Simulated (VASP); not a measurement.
Wanted: the native input for a VASP 6.6.1 run.

```yaml
Task: single point
Functional: r2SCAN
Potentials_or_basis: VASP PAW PBE potentials, release 64 (B, N)
Cutoff: 520 eV
k_mesh: 12 × 12 × 4
Occupations: gaussian, width 0.02 eV
Spin: no spin polarisation
Dipole_correction: no
Further_INCAR_settings: ALGO = Normal; EDIFF = 1e-06; NBANDS = 16
```

BN:

```xyz
4
Lattice="2.5009 0.0000 0.0000 -1.2505 2.1659 0.0000 0.0000 0.0000 7.2867" Properties=species:S:1:pos:R:3 pbc="T T T"
B     0.0000    1.4439    1.8217
B     1.2505    0.7220    5.4650
N     0.0000    1.4439    5.4650
N     1.2505    0.7220    1.8217
```

This cell differs from its parent crystal: strain along c alone, the other axes held: +6.0 %.

The input as run:

POSCAR

```
BN
1.0
    2.5009264718      0.0000000000      0.0000000000
   -1.2504632359      2.1658658576      0.0000000000
    0.0000000000      0.0000000000      7.2867184603
B N
2 2
Direct
    0.3333333333      0.6666666667      0.2500000000
    0.6666666667      0.3333333333      0.7500000000
    0.3333333333      0.6666666667      0.7500000000
    0.6666666667      0.3333333333      0.2500000000
```

INCAR.step1

```
PREC = Accurate
ENCUT = 520
ISMEAR = 0
SIGMA = 0.02
LREAL = F
LASPH = T
NELM = 60
NBANDS = 16
GGA = PE
ALGO = Normal
EDIFF = 1E-4
LWAVE = T
LCHARG = F
```

INCAR.step2

```
PREC = Accurate
ENCUT = 520
EDIFF = 1E-6
ISMEAR = 0
SIGMA = 0.02
LREAL = F
LASPH = T
NELM = 60
ALGO = Normal
ISIF = 2
LWAVE = F
LCHARG = F
METAGGA = R2SCAN
LMIXTAU = T
NBANDS = 16
ISTART = 1
```

KPOINTS

```
Automatic mesh
0
Gamma
  12 12 4
```

Potentials or basis: VASP PAW PBE potentials, release 64 (B, N).

Launch:

```console
$ cat potpaw_PBE.64/B/POTCAR potpaw_PBE.64/N/POTCAR > POTCAR
$ cp INCAR.step1 INCAR
$ mpirun -np 1 vasp_std > vasp.out
$ cp INCAR.step2 INCAR
$ mpirun -np 1 vasp_std > vasp.out
```

It gave:

| Quantity | Value |
| --- | --- |
| Pressure | 0.1 GPa |
| Band gap on the k mesh | 5.01 eV, indirect (least direct gap 5.39 eV) |

Caveat: the cell differs from its parent crystal (strain along c alone, the other axes held: +6.0 %); the PAW data sets were made with another functional, which shifts forces and pressure a little.

Wall time 2 min on 1 thread of Intel(R) Xeon(R) Platinum 8259CL CPU @ 2.50GHz (Skylake/Cascade Lake) (shared host), peak memory 0.16 GiB.
